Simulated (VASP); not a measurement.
# Li in VASP: further runs

Li is run at these levels: PBE; tasks: single point.

Program: VASP 6.6.1. These are calculated values, not measurements. Logs are shortened: lines on timing, memory, paths and dates and some standing lists are left out, and cuts for length are marked.

## 1. The cell of the first run

The typed cell holds 8 atoms: a = 4.319 Å, b = 5.301 Å, c = 8.088 Å, α = 77.27°, β = 74.51°, γ = 65.96°.

This isn't the form of Li at room conditions, which is bcc.

## 2. Single point, PBE

The input, INCAR:

```
PREC = Accurate
ENCUT = 520
EDIFF = 1E-6
ISMEAR = 0
SIGMA = 0.2
LREAL = F
LASPH = T
NELM = 60
ALGO = Fast
ISIF = 2
LWAVE = F
LCHARG = F
GGA = PE
NBANDS = 22
```

The input, KPOINTS:

```
Automatic mesh
0
Gamma
  6 6 6
```

The input, POSCAR:

```
Li
1.0
   -4.3191017232      0.0000000000      0.0000000000
   -2.1595508616     -2.1595508616      4.3325761776
   -2.1595508616      6.4786525848      4.3325761776
Li
8
Direct
    0.2499446243      0.1250830635      0.3750276878
    0.2499446243      0.6250830635      0.8750276878
    0.9999446243      0.7500830635      0.2500276878
    0.9999446243      0.2500830635      0.7500276878
    0.7500553757      0.3749169365      0.1249723122
    0.7500553757      0.8749169365      0.6249723122
    0.5000553757      0.4999169365      0.4999723122
    0.5000553757      0.9999169365      0.9999723122
```

Potentials or basis: VASP PAW PBE potentials, release 64 (Li_sv).

Command:

```sh
$ cat potpaw_PBE.64/Li_sv/POTCAR > POTCAR
$ mpirun -np 1 vasp_std > vasp.out
```

OUTCAR:

```text
PREC = Accurate
   ENCUT = 520
   EDIFF = 1E-6
   ISMEAR = 0
   LREAL = F
   LASPH = T
   NELM = 60
   ISIF = 2
   GGA = PE

 ion  position               nearest neighbor table
   1  0.250  0.125  0.375-
   2  0.250  0.625  0.875-
   3  1.000  0.750  0.250-
   4  1.000  0.250  0.750-
   5  0.750  0.375  0.125-
   6  0.750  0.875  0.625-
   7  0.500  0.500  0.500-
   8  0.500  1.000  1.000-

  LATTYP: Found a base centered monoclinic cell.
 ALAT       =     9.6819163926
 B/A-ratio  =     0.4460998782
 C/A-ratio  =     0.8921997563
 COS(beta)  =    -0.4460998782

  Lattice vectors:

 A1 = (  -2.1595508616,  -2.1595508616,   4.3325761776)
 A2 = (   2.1595508616,  -2.1595508616,   4.3325761776)
 A3 = (   0.0000000000,   8.6382034464,   0.0000000000)

Analysis of symmetry for initial positions (statically):
=====================================================================
 Subroutine PRICEL returns following result:

  LATTYP: Found a body centered tetragonal cell.
 ALAT       =     4.3191017232
 C/A-ratio  =     2.0062394707

  Lattice vectors:

 A1 = (   2.1595508616,   2.1595508616,  -4.3325761776)
 A2 = (  -2.1595508616,  -2.1595508616,  -4.3325761776)
 A3 = (  -2.1595508616,   2.1595508616,   4.3325761776)

   2 primitive cells build up your supercell.

 Routine SETGRP: Setting up the symmetry group for a
 base centered monoclinic supercell.

 Subroutine GETGRP returns: Found  4 space group operations
 (whereof  2 operations were pure point group operations)
 out of a pool of  4 trial point group operations.

The static configuration has the point symmetry C_1h.
 The point group associated with its full space group is C_2h.

Analysis of symmetry for dynamics (positions and initial velocities):
=====================================================================
 Subroutine PRICEL returns following result:

  LATTYP: Found a body centered tetragonal cell.
 ALAT       =     4.3191017232
 C/A-ratio  =     2.0062394707

  Lattice vectors:

 A1 = (   2.1595508616,   2.1595508616,  -4.3325761776)
 A2 = (  -2.1595508616,  -2.1595508616,  -4.3325761776)
 A3 = (  -2.1595508616,   2.1595508616,   4.3325761776)

   2 primitive cells build up your supercell.

 Routine SETGRP: Setting up the symmetry group for a
 base centered monoclinic supercell.

 Subroutine GETGRP returns: Found  4 space group operations
 (whereof  2 operations were pure point group operations)
 out of a pool of  4 trial point group operations.

The dynamic configuration has the point symmetry C_1h.
 The point group associated with its full space group is C_2h.

 Subroutine INISYM returns: Found  4 space group operations
 (whereof  2 operations are pure point group operations),
 and found     2 'primitive' translations

----------------------------------------------------------------------------------------

                                     Primitive cell

  volume of cell :      80.8226

  direct lattice vectors                    reciprocal lattice vectors
     2.159550862  2.159550862 -4.332576178     0.000000000  0.231529624 -0.115404780
    -2.159550862 -2.159550862 -4.332576178    -0.231529624  0.000000000 -0.115404780
    -2.159550862  2.159550862  4.332576178    -0.231529624  0.231529624  0.000000000

  length of vectors
     5.300805239  5.300805239  5.300805239     0.258697179  0.258697179  0.327432335

  position of ions in fractional coordinates (direct lattice)
     0.249944624  0.249944624  1.000000000
     0.499944624  0.999944624  0.500000000
     0.750055376  0.750055376  0.000000000
     0.000055376  0.500055376  0.500000000

  ion indices of the primitive-cell ions
   primitive index   ion index
                 1           1
                 2           3
                 3           5
                 4           7

----------------------------------------------------------------------------------------

 KPOINTS: Automatic mesh

Automatic generation of k-mesh.
 Grid dimensions read from file:
 generate k-points for:    6    6    6

 Generating k-lattice:

  Cartesian coordinates                     Fractional coordinates (reciprocal lattice)
    -0.038588271  0.000000000 -0.019234130     0.166666667  0.000000000  0.000000000
     0.000000000 -0.019294135  0.028851195     0.000000000  0.166666667  0.000000000
     0.000000000  0.019294135  0.009617065     0.000000000  0.000000000  0.166666667

  Length of vectors
     0.043116196  0.034708142  0.021558098

  Shift w.r.t. Gamma in fractional coordinates (k-lattice)
     0.000000000  0.000000000  0.000000000

 Subroutine IBZKPT returns following result:
 ===========================================

 Found     68 irreducible k-points:

 Following reciprocal coordinates:
            Coordinates               Weight
  0.000000  0.000000  0.000000      1.000000
  0.166667  0.000000  0.000000      4.000000
  0.333333  0.000000  0.000000      4.000000
  0.500000  0.000000  0.000000      2.000000
  0.000000  0.166667 -0.000000      2.000000
  0.166667  0.166667  0.000000      4.000000
[... 16 lines left out ...]
  0.500000  0.000000  0.166667      4.000000
 -0.333333 -0.000000  0.166667      4.000000
 [... further k-points ...]
   k-points           NKPTS =     68   k-points in BZ     NKDIM =     68   number of bands    NBANDS=     22
   number of dos      NEDOS =    301   number of ions     NIONS =      8
   total plane-waves  NPLWV =  76800
   dimension x,y,z NGX =    32 NGY =   40 NGZ =   60
   dimension x,y,z NGXF=    64 NGYF=   80 NGZF=  120
   ions per type =               8
   NGX,Y,Z   is equivalent  to a cutoff of  12.32, 12.54, 12.33 a.u.
   NGXF,Y,Z  is equivalent  to a cutoff of  24.63, 25.09, 24.67 a.u.
 SYSTEM =  unknown system
   PREC   = accura    normal or accurate (medium, high low for compatibility)
   ISTART =      0    job   : 0-new  1-cont  2-samecut
   ICHARG =      2    charge: 1-file 2-atom 10-const
   ISPIN  =      1    spin polarized calculation?
   LNONCOLLINEAR =      F non collinear calculations
   LSORBIT =      F    spin-orbit coupling
   LASPH  =      T    aspherical Exc in radial PAW
   ENCUT  =  520.0 eV  38.22 Ry    6.18 a.u.   8.03  9.86 15.04*2*pi/ulx,y,z
   NELM   =     60;   NELMIN=  2; NELMDL= -5     # of ELM steps
   EDIFF  = 0.1E-05   stopping-criterion for ELM
   LREAL  =      F    real-space projection
   EDIFFG = 0.1E-04   stopping-criterion for IOM
   NSW    =      0    number of steps for IOM
   IBRION =     -1    ionic relax: 0-MD 1-quasi-New 2-CG
   NFREE  =      0    steps in history (QN), initial steepest desc. (CG)
   ISIF   =      2    stress and relaxation
   ISYM   =      2    0-nonsym 1-usesym 2-fastsym
   POTIM  = 0.5000    time-step for ionic-motion
   TEBEG  =    0.0;   TEEND  =   0.0 temperature during run
   PSTRESS=    0.0 pullay stress
   NELECT =      24.0000    total number of electrons
   NUPDOWN=      -1.0000    fix difference up-down
   EMIN   =  10.00;   EMAX   =-10.00  energy-range for DOS
   EFERMI =   0.00;   METHOD = LEGACY
   ISMEAR =     0;   SIGMA  =   0.20  broadening in eV -4-tet -1-fermi 0-gaus
   EFERMI_NEDOS =   21; number of points for ismear=-14 and -15
   IALGO  =     68    algorithm
   IMIX   =      4    mixing-type and parameters
     AMIX     =   0.40;   BMIX     =  1.00
     AMIX_MAG =   1.60;   BMIX_MAG =  1.00
  volume/ion in A,a.u.               =      20.21       136.35
  Fermi-wavevector in a.u.,A,eV,Ry     =   0.866877  1.638160 10.224452  0.751476
  Thomas-Fermi vector in A             =   1.985330
   LORBIT       =      0    0 simple, 1 ext, 2 COOP (PROOUT), +10 PAW based schemes
   GGA     = PE    functional components
   LHFCALC =     F    Hartree Fock is set to
   AEXX    =    0.0000 exact exchange contribution
   IVDW    =     0    specifies the selected vdW correction
   LEPSILON=     F    determine dielectric tensor
   LRPA    =     F    only Hartree local field effects (RPA)
 non-spin polarized calculation
 RMM-DIIS sequential band-by-band and
 Gauss-broadening in eV      SIGMA  =   0.20
  energy-cutoff  :      520.00
  volume of cell :      161.65
 maximum number of plane-waves:      4376
   NGX = 17   NGY = 19   NGZ = 31

 number of electron      23.9999968 magnetization

 Free energy of the ion-electron system (eV)
  ---------------------------------------------------
  ext. energy  EPLUGINS =         0.00000000
  ---------------------------------------------------
  free energy    TOTEN  =       -15.30085304 eV

  energy without entropy =      -15.22545643  energy(sigma->0) =      -15.26315473

 E-fermi :   0.6223     XC(G=0):  -7.0519

 val. band max:        0.6160552524   @ k =   0.5000   0.0000   0.0000
 cond. band min:       0.6255499614   @ k =   0.3333   0.0000   0.1667
 fundamental gap:      0.0094947090
 Fermi energy:         0.6223049004

 k-point     1 :       0.0000    0.0000    0.0000
  band No.  band energies     occupation
      1     -45.8875      2.00000
      2     -45.8737      2.00000
      3     -45.8736      2.00000
      4     -45.8652      2.00000
      5     -45.8652      2.00000
      6     -45.8635      2.00000
[... 14 lines left out ...]
     21       5.0429      0.00000
     22       5.0430      0.00000

 k-point     2 :       0.1667    0.0000    0.0000
  band No.  band energies     occupation
      1     -45.8855      2.00000
      2     -45.8739      2.00000
      3     -45.8720      2.00000
      4     -45.8668      2.00000
      5     -45.8649      2.00000
      6     -45.8643      2.00000
[... 14 lines left out ...]
     21       5.6699      0.00000
     22       6.4905      0.00000
[... 523 lines left out ...]
     21       5.4073      0.00000
     22       6.6900      0.00000

 k-point    24 :      -0.3333   -0.0000    0.1667
  band No.  band energies     occupation
      1     -45.8794      2.00000
      2     -45.8747      2.00000
      3     -45.8688      2.00000
      4     -45.8684      2.00000
      5     -45.8682      2.00000
      6     -45.8657      2.00000
[... 14 lines left out ...]
     21       5.5391      0.00000
     22       6.5403      0.00000

 [... further k-points ...]

------------------------ aborting loop because EDIFF is reached ----------------------------------------

  FORCE on cell =-STRESS in cart. coord.  units (eV):
  Direction    XX          YY          ZZ          XY          YZ          ZX
  --------------------------------------------------------------------------------------
  -------------------------------------------------------------------------------------
  Total        0.0713645     -0.1043093     -0.0822345      0.0000000      0.0396555      0.0000000
  in kB        0.7073427     -1.0338811     -0.8150826      0.0000000      0.3930525      0.0000000
  external PRESSURE =      -0.3805403 kB  Pullay stress =       0.0000000 kB

 VOLUME and BASIS-vectors are now :
 -----------------------------------------------------------------------------
  energy-cutoff  :      520.00
  volume of cell :      161.65
      direct lattice vectors                 reciprocal lattice vectors
    -4.319101723  0.000000000  0.000000000    -0.231529624  0.000000000 -0.115404780
    -2.159550862 -2.159550862  4.332576178     0.000000000 -0.115764812  0.173107170
    -2.159550862  6.478652585  4.332576178     0.000000000  0.115764812  0.057702390

 POSITION                                       TOTAL-FORCE (eV/Angst)
 -----------------------------------------------------------------------------------
     -2.15955      2.15955      2.16677         0.000000     -0.000006     -0.000567
     -4.31910      4.31910      6.49934         0.000000     -0.000006     -0.000567
     -6.47865     -0.00000      4.33306        -0.000000     -0.000006     -0.000574
     -6.47865      4.31910      4.33306        -0.000000     -0.000006     -0.000574
     -4.31910      0.00000      2.16581         0.000000      0.000006      0.000574
     -6.47865      2.15955      6.49838         0.000000      0.000006      0.000574
     -4.31910      2.15955      4.33210        -0.000000      0.000006      0.000567
     -6.47865      4.31910      8.66467        -0.000000      0.000006      0.000567
 -----------------------------------------------------------------------------------
    total drift:                                0.000000     -0.000000     -0.000000

  FREE ENERGIE OF THE ION-ELECTRON SYSTEM (eV)
  ---------------------------------------------------
  free  energy   TOTEN  =       -15.3008530447 eV

  energy  without entropy=      -15.2254564251  energy(sigma->0) =      -15.26315473
```

Wall time 2.1 min (1 thread of Intel Xeon 6975P-C (Granite Rapids), shared host); peak memory 0.34 GiB.

Results:

| Property | Result |
| --- | --- |
| Free energy | -15.3009 eV |
| Band gap on the k mesh | zero (bands 12 and 13 overlap by 2.19 eV) |

Caveat: the cutoff is under 1.25 times the usual one of these potentials, so pressure, stress and relaxed cells hold a basis-set (Pulay) error.

[end of part 1 of 2]
